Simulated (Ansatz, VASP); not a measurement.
# Ta3N: VASP beside Ansatz

```xyz
4
Lattice="5.3653 0.0000 0.0000 -2.6827 4.6465 0.0000 0.0000 0.0000 2.8509" Properties=species:S:1:pos:R:3 pbc="T T T"
Ta    3.4377    0.0000    1.4254
Ta   -1.7188    2.9771    1.4254
Ta    0.9638    1.6694    1.4254
N     0.0000    0.0000    1.4254
```

Alike in both runs: functional PBE; k mesh 12 × 12 × 16; occupations gaussian, width 0.1 eV; no spin polarisation.

Ansatz relaxed the structure, and its values are those at the end. VASP's run is a single point on that final structure, the one shown.

|  | VASP | Ansatz |
| --- | --- | --- |
| version | VASP 6.6.1 | Ansatz 0.2.0 |
| potentials or method | VASP PAW PBE potentials, release 64 (Ta_sv_GW, N), cutoff 700 eV | scalar-relativistic, plane waves, PAW |
| valence electrons in the cell | 44 | 44 |

```csv
,VASP,Ansatz,Ansatz less VASP
gap on the k mesh at the Fermi level (eV),none,none,-
pressure (GPa),-0.1,0.0,+0.10
rms of the force components (eV/Å),0.032,0.002,-0.0304
```

A gap of «none» marks a metal or a gap that the smearing closes.

Spin-orbit coupling is off throughout.
